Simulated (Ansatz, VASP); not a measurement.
## Na2Zn2Sn: VASP beside Ansatz

```
Na Zn Sn
1.0
    -2.11944    2.11944    6.75589
     2.11944   -2.11944    6.75589
     2.11944    2.11944   -6.75589
Na Zn Sn
2 2 1
Direct
  0.25000 0.75000 0.50000
  0.75000 0.25000 0.50000
  0.59117 0.59117 0.00000
  0.40883 0.40883 0.00000
  0.00000 0.00000 0.00000
```

Alike in both runs: functional PBE; k mesh 12 × 12 × 12; occupations gaussian, width 0.1 eV; no spin polarisation.

Ansatz relaxed the structure, and its values are those at the end. VASP's run is a single point on that final structure, the one shown.

|  | VASP | Ansatz |
| --- | --- | --- |
| version | VASP 6.6.1 | Ansatz 0.2.0 |
| potentials or method | VASP PAW PBE potentials, release 64 (Na_pv, Zn, Sn_d), cutoff 520 eV | scalar-relativistic, plane waves, PAW |
| valence electrons in the cell | 52 | 56 |

|  | VASP | Ansatz | Ansatz less VASP |
| --- | --- | --- | --- |
| gap on the k mesh at the Fermi level (eV) | none | none | - |
| pressure (GPa) | 0.1 | 0.0 | -0.06 |
| rms of the force components (eV/Å) | 0.005 | 0.000 | -0.0050 |

A gap of «none» marks a metal or a gap that the smearing closes. The functional is the same, so the differences come from potentials, cutoffs and numerics. VASP's potentials hold 52 valence electrons a cell and Ansatz's 56, so a difference there can come from the potentials and not from the codes.
